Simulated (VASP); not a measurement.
# HfN2 (Fd-3m) in VASP: notebook, part 2 of 2

VASP 6.6.1. The steps go on from the part before.

## Step 4: Relaxation of cell and atoms, PBE

This run uses another cell than the first one, of 11.32 Å³/atom.

INCAR reads:

```
PREC = Accurate ; ENCUT = 600
EDIFF = 1E-6 ; ISMEAR = 0
SIGMA = 0.1 ; LREAL = False
LASPH = True ; NELM = 60
ALGO = Normal ; ISIF = 3
LWAVE = False ; LCHARG = False
GGA = PE ; IBRION = 2
NSW = 90 ; EDIFFG = -0.04
```

KPOINTS reads:

```
Automatic mesh
0
Gamma
  6 6 6
```

POSCAR reads:

```
HfN2
1.0
    0.0000000000      3.2383586247      3.2383586247
    3.2383586247      0.0000000000      3.2383586247
    3.2383586247      3.2383586247      0.0000000000
Hf N
2 4
Direct
    0.0000000000      0.0000000000      0.0000000000
    0.2500000000      0.2500000000      0.2500000000
    0.6250000000      0.6250000000      0.6250000000
    0.1250000000      0.6250000000      0.6250000000
    0.6250000000      0.6250000000      0.1250000000
    0.6250000000      0.1250000000      0.6250000000
```

Potentials or basis: VASP PAW PBE potentials, release 64 (Hf_pv, N).

Run with:

```
cat potpaw_PBE.64/Hf_pv/POTCAR potpaw_PBE.64/N/POTCAR > POTCAR
mpirun -np 1 vasp_std > vasp.out
```

OUTCAR:

```text
PREC = Accurate
   ENCUT = 600
   EDIFF = 1E-6
   ISMEAR = 0
   LREAL = False
   LASPH = True
   NELM = 60
   ISIF = 3
   GGA = PE
   IBRION = 2
   NSW = 90
   EDIFFG = -0.04

 ion  position               nearest neighbor table
   1  0.000  0.000  0.000-   5 2.69   6 2.69   4 2.69   5 2.69   4 2.69   6 2.69   3 2.69   3 2.69
                             3 2.69   4 2.69   5 2.69   6 2.69   2 2.80   2 2.80   2 2.80   2 2.80
   2  0.250  0.250  0.250-   4 2.69   6 2.69   4 2.69   5 2.69   5 2.69   6 2.69   3 2.69   6 2.69
                             3 2.69   3 2.69   4 2.69   5 2.69   1 2.80   1 2.80   1 2.80   1 2.80
   3  0.625  0.625  0.625-   2 2.69   2 2.69   2 2.69   1 2.69   1 2.69   1 2.69
   4  0.125  0.625  0.625-   2 2.69   2 2.69   1 2.69   1 2.69   1 2.69   2 2.69
   5  0.625  0.625  0.125-   2 2.69   2 2.69   1 2.69   1 2.69   1 2.69   2 2.69
   6  0.625  0.125  0.625-   2 2.69   2 2.69   1 2.69   1 2.69   1 2.69   2 2.69

  LATTYP: Found a face centered cubic cell.
 ALAT       =     6.4767172494

  Lattice vectors:

 A1 = (   0.0000000000,   3.2383586247,   3.2383586247)
 A2 = (   3.2383586247,   0.0000000000,   3.2383586247)
 A3 = (   3.2383586247,   3.2383586247,   0.0000000000)

Analysis of symmetry for initial positions (statically):
=====================================================================
 Subroutine PRICEL returns:
 Original cell was already a primitive cell.

 Routine SETGRP: Setting up the symmetry group for a
 face centered cubic supercell.

 Subroutine GETGRP returns: Found 48 space group operations
 (whereof 24 operations were pure point group operations)
 out of a pool of 48 trial point group operations.

The static configuration has the point symmetry T_d .
 The point group associated with its full space group is O_h .

Analysis of symmetry for dynamics (positions and initial velocities):
=====================================================================
 Subroutine PRICEL returns:
 Original cell was already a primitive cell.

 Routine SETGRP: Setting up the symmetry group for a
 face centered cubic supercell.
[... 115 lines left out ...]
   PSTRESS=    0.0 pullay stress
   NELECT =      40.0000    total number of electrons
   NUPDOWN=      -1.0000    fix difference up-down
   EMIN   =  10.00;   EMAX   =-10.00  energy-range for DOS
   EFERMI =   0.00;   METHOD = LEGACY
   ISMEAR =     0;   SIGMA  =   0.10  broadening in eV -4-tet -1-fermi 0-gaus
   EFERMI_NEDOS =   21; number of points for ismear=-14 and -15
   IALGO  =     38    algorithm
   IMIX   =      4    mixing-type and parameters
     AMIX     =   0.40;   BMIX     =  1.00
     AMIX_MAG =   1.60;   BMIX_MAG =  1.00
  volume/ion in A,a.u.               =      11.32        76.39
  Fermi-wavevector in a.u.,A,eV,Ry     =   1.372229  2.593137 25.619935  1.883012
  Thomas-Fermi vector in A             =   2.497855
   LORBIT       =      0    0 simple, 1 ext, 2 COOP (PROOUT), +10 PAW based schemes
   GGA     = PE    functional components
   LHFCALC =     F    Hartree Fock is set to
   AEXX    =    0.0000 exact exchange contribution
   IVDW    =     0    specifies the selected vdW correction
   LEPSILON=     F    determine dielectric tensor
   LRPA    =     F    only Hartree local field effects (RPA)
 conjugate gradient relaxation of ions
 non-spin polarized calculation
 Gauss-broadening in eV      SIGMA  =   0.10
  energy-cutoff  :      600.00
  volume of cell :       67.92
 maximum number of plane-waves:      2285
 NGX is ok and might be reduce to    40
   NGX = 19   NGY = 19   NGZ = 19

--------------------------------------- Ionic step        1  -------------------------------------------

 number of electron      40.0000002 magnetization

 Free energy of the ion-electron system (eV)
  ---------------------------------------------------
  ext. energy  EPLUGINS =         0.00000000
  ---------------------------------------------------
  free energy    TOTEN  =       -43.24900906 eV

  energy without entropy =      -43.21486811  energy(sigma->0) =      -43.23193859

------------------------ aborting loop because EDIFF is reached ----------------------------------------

  FORCE on cell =-STRESS in cart. coord.  units (eV):
  Direction    XX          YY          ZZ          XY          YZ          ZX
  --------------------------------------------------------------------------------------
  -------------------------------------------------------------------------------------
  Total       -5.4501508     -5.4501508     -5.4501508     -0.0000000     -0.0000000      0.0000000
  in kB     -128.5624908   -128.5624908   -128.5624908     -0.0000000     -0.0000000      0.0000000
  external PRESSURE =    -128.5624908 kB  Pullay stress =       0.0000000 kB
[... 67 lines left out ...]
--------------------------------------- Ionic step        3  -------------------------------------------

 number of electron      39.9999998 magnetization

 Free energy of the ion-electron system (eV)
  ---------------------------------------------------
  ext. energy  EPLUGINS =         0.00000000
  ---------------------------------------------------
  free energy    TOTEN  =       -43.49074514 eV

  energy without entropy =      -43.45725215  energy(sigma->0) =      -43.47399865

 E-fermi :   7.2739     XC(G=0): -12.6780

 val. band max:        7.2674722843   @ k =   0.5000   0.3333   0.1667
 cond. band min:       7.2963162239   @ k =   0.3333   0.1667   0.0000
 fundamental gap:      0.0288439396
 Fermi energy:         7.2739267626

 k-point     1 :       0.0000    0.0000    0.0000
  band No.  band energies     occupation
      1     -24.5267      2.00000
      2     -24.5267      2.00000
      3     -24.5267      2.00000
      4     -23.7428      2.00000
      5     -23.7428      2.00000
      6     -23.7428      2.00000
[... 454 lines left out ...]
  FREE ENERGIE OF THE ION-ELECTRON SYSTEM (eV)
  ---------------------------------------------------
  free  energy   TOTEN  =       -43.4907451439 eV

  energy  without entropy=      -43.4572521523  energy(sigma->0) =      -43.47399865

 reached required accuracy - stopping structural energy minimisation
```

OSZICAR:

```text
N       E                     dE             d eps       ncg     rms          rms(c)
DAV:   1     0.212491632950E+03    0.21249E+03   -0.24153E+04   768   0.183E+03
[... 29 lines left out ...]
DAV:   3    -0.435325918862E+02    0.44719E-01   -0.40098E-01   976   0.244E+00    0.346E+00
DAV:   4    -0.434920613183E+02    0.40531E-01   -0.22666E-01  1072   0.216E+00    0.610E-01
DAV:   5    -0.434907724956E+02    0.12888E-02   -0.91211E-03   960   0.506E-01    0.891E-01
DAV:   6    -0.434907396506E+02    0.32845E-04   -0.79633E-04  1008   0.181E-01    0.534E-02
DAV:   7    -0.434907439586E+02   -0.43079E-05   -0.29232E-05  1016   0.343E-02    0.522E-02
DAV:   8    -0.434907453786E+02   -0.14201E-05   -0.38961E-06   864   0.136E-02    0.394E-03
DAV:   9    -0.434907451439E+02    0.23475E-06   -0.11041E-07   616   0.240E-03
   3 F= -.43490745E+02 E0= -.43473999E+02  d E =-.241736E+00
```

Wall time 2.5 min (1 thread of Intel Xeon 8259CL, shared host); peak memory 0.26 GiB.

What came out:

```yaml
Free_energy: -43.4907 eV
Relaxed_volume: 10.39 Å³/atom
Relaxed_cell: a = 4.451 Å, b = 4.451 Å, c = 4.451 Å, α = 60.00°, β = 60.00°, γ = 60.00°
Space_group_after_relaxing_to_0.1_Å: Fd-3m (No. 227)
Energy_gained_by_relaxing: 40.3 meV/atom
Ionic_steps: 3
Pressure_after_relaxing: 0.0 GPa
Band_gap_on_the_k_mesh: zero (bands 20 and 21 overlap by 1.24 eV)
```

The path:
| step | energy change (eV) | largest force (eV/Å) | pressure (GPa) | volume (Å³) |
| --- | --- | --- | --- | --- |
| 1 | 0.0000 | 0.0000 | -12.86 | 67.92 |
| 2 | -0.1540 | 0.0000 | 9.90 | 59.38 |
| 3 | -0.2417 | 0.0000 | -0.04 | 62.36 |

Final structure:
```
Hf N
1.0
     0.00000    3.14750    3.14750
     3.14750    0.00000    3.14750
     3.14750    3.14750    0.00000
Hf N
2 4
Direct
  0.00000 0.00000 0.00000
  0.25000 0.25000 0.25000
  0.62500 0.62500 0.62500
  0.12500 0.62500 0.62500
  0.62500 0.62500 0.12500
  0.62500 0.12500 0.62500
```

Levels at points of the mesh, in eV from the Fermi level:
```csv
k point,band 17,band 18,band 19,band 20,band 21,band 22,band 23,band 24
"(0.00, 0.00, 0.00)",0.04,0.49,0.49,0.49,0.73,0.73,0.73,2.32
"(0.50, 0.00, 0.00)",-3.44,-3.44,-1.68,-1.09,0.81,1.48,1.48,2.26
"(0.50, 0.50, 0.00)",-2.60,-2.60,-2.50,-2.50,-0.31,-0.31,1.85,1.85
```

Caveat: spin-orbit coupling is left out, which moves the levels of the heavy elements.

## Step 5: Relaxation of cell and atoms, PBE

INCAR reads:

```
ALGO = Normal ; EDIFF = 1E-7
EDIFFG = -0.01 ; ENCUT = 600
GGA = PE ; IBRION = 2
ISIF = 3 ; ISMEAR = 0
LASPH = True ; LCHARG = False
LREAL = False ; LWAVE = False
NELM = 100 ; NSW = 100
PREC = Accurate ; SIGMA = 0.1
```

KPOINTS reads:

```
k-points
0
Gamma
  10 10 10
```

POSCAR reads:

```
HfN2
1.0
    0.0000000000      3.1583674062      3.1583674062
    3.1583674062      0.0000000000      3.1583674062
    3.1583674062      3.1583674062      0.0000000000
Hf N
2 4
Direct
    0.5000000000      0.5000000000      0.5000000000
    0.7500000000      0.7500000000      0.7500000000
    0.1250000000      0.1250000000      0.1250000000
    0.6250000000      0.1250000000      0.1250000000
    0.1250000000      0.1250000000      0.6250000000
    0.1250000000      0.6250000000      0.1250000000
```

Run with:

```
cat potpaw_PBE.64/Hf_pv/POTCAR potpaw_PBE.64/N/POTCAR > POTCAR
mpirun -np 1 vasp_std > vasp.out
```

Wall time 5.3 min (1 thread of Intel Xeon 8259CL, shared host); peak memory 0.26 GiB.

Results (log left out):

```yaml
Free_energy: -43.4874 eV
Relaxed_volume: 10.39 Å³/atom
Relaxed_cell: a = 4.450 Å, b = 4.450 Å, c = 4.450 Å, α = 60.00°, β = 60.00°, γ = 60.00°
Space_group_after_relaxing_to_0.1_Å: Fd-3m (No. 227)
Energy_gained_by_relaxing: 0.7 meV/atom
Ionic_steps: 3
Pressure_after_relaxing: 0.0 GPa
Band_gap_on_the_k_mesh: zero (bands 20 and 21 overlap by 1.39 eV)
```

Step by step:
| step | energy change (eV) | largest force (eV/Å) | pressure (GPa) | volume (Å³) |
| --- | --- | --- | --- | --- |
| 1 | 0.0000 | 0.0000 | -1.95 | 63.01 |
| 2 | -0.0021 | 0.0000 | 1.43 | 61.85 |
| 3 | -0.0042 | 0.0000 | 0.00 | 62.33 |

Final structure:
```cif
data_structure
_symmetry_space_group_name_H-M 'P 1'
_symmetry_Int_Tables_number 1
_cell_length_a 4.4504
_cell_length_b 4.4504
_cell_length_c 4.4504
_cell_angle_alpha 60.000
_cell_angle_beta 60.000
_cell_angle_gamma 60.000
_cell_volume 62.33
loop_
_atom_site_label
_atom_site_type_symbol
_atom_site_fract_x
_atom_site_fract_y
_atom_site_fract_z
_atom_site_occupancy
Hf1 Hf 0.50000 0.50000 0.50000 1
Hf2 Hf 0.75000 0.75000 0.75000 1
N1 N 0.12500 0.12500 0.12500 1
N2 N 0.62500 0.12500 0.12500 1
N3 N 0.12500 0.12500 0.62500 1
N4 N 0.12500 0.62500 0.12500 1
```

Levels at points of the mesh, in eV from the Fermi level:
| k point | band 18 | band 19 | band 20 | band 21 | band 22 | band 23 |
| --- | --- | --- | --- | --- | --- | --- |
| (0.00, 0.00, 0.00) | 0.54 | 0.54 | 0.54 | 0.79 | 0.79 | 0.79 |
| (0.50, 0.00, 0.00) | -3.38 | -1.63 | -1.03 | 0.87 | 1.53 | 1.53 |
| (0.50, 0.50, 0.00) | -2.55 | -2.44 | -2.44 | -0.25 | -0.25 | 1.91 |

Caveat: spin-orbit coupling is left out, which moves the levels of the heavy elements.

## Step 6: The runs side by side

```csv
task,cell,k mesh,cutoff (eV),gap on the mesh (eV),pressure (GPa),relaxed volume (Å³/atom)
single point,"a = 4.467 Å, angles 60.0°, 6 atoms",6 × 6 × 6,520,none,-1.7,-
single point,"a = 4.466 Å, angles 60.0°, 6 atoms",10 × 10 × 10,520,none,-1.7,-
relaxation of cell and atoms,"relaxed from a = 4.580 Å, angles 60.0°, 6 atoms",6 × 6 × 6,600,none,0.0,10.39
relaxation of cell and atoms,"relaxed from a = 4.467 Å, angles 60.0°, 6 atoms",10 × 10 × 10,600,none,0.0,10.39
```

Alike in all rows: level PBE; potentials or basis VASP PAW PBE potentials, release 64 (Hf_pv, N); no spin polarisation; smearing gaussian 0.1 eV.

Caveats: spin-orbit coupling is left out, which moves the levels of the heavy elements.

Absolute energies hang on the potentials; compare differences alone.
